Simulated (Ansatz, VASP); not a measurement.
## C: VASP beside Ansatz

```
C
1.0
     2.50685    0.00000    0.00000
    -1.25342    2.17099    0.00000
     0.00000    0.00000   29.93932
C
16
Direct
  0.33333 0.66667 0.25499
  0.00000 0.00000 0.26375
  0.00000 0.00000 0.31960
  0.66667 0.33333 0.33584
  0.66667 0.33333 0.38768
  0.33333 0.66667 0.40485
  0.33333 0.66667 0.45708
  0.66667 0.33333 0.47433
  0.66667 0.33333 0.52567
  0.00000 0.00000 0.54292
  0.00000 0.00000 0.59515
  0.66667 0.33333 0.61232
  0.66667 0.33333 0.66416
  0.33333 0.66667 0.68040
  0.33333 0.66667 0.73625
  0.00000 0.00000 0.74501
```

Alike in both runs: functional PBEsol; k mesh 12 × 12 × 1; occupations gaussian, width 0.05 eV; no spin polarisation.

Ansatz relaxed the structure, and its values are those at the end. VASP's run is a single point on that final structure, the one shown.

|  | VASP | Ansatz |
| --- | --- | --- |
| version | VASP 6.6.1 | Ansatz 0.2.0 |
| potentials or method | VASP PAW PBE potentials, release 64 (C), cutoff 520 eV | scalar-relativistic, plane waves, PAW |
| valence electrons in the cell | 64 | 64 |

Ansatz gave:

* gap on the k mesh at the Fermi level (eV): none
* rms of the force components (eV/Å): 0.003

Question: Estimate VASP's values.

Answer: gap on the k mesh at the Fermi level (eV): none; rms of the force components (eV/Å): 0.008.

VASP's potentials were made for PBE, not for PBEsol. A gap of «none» marks a metal or a gap that the smearing closes. Ansatz's warnings: xc potential rough in thin density.
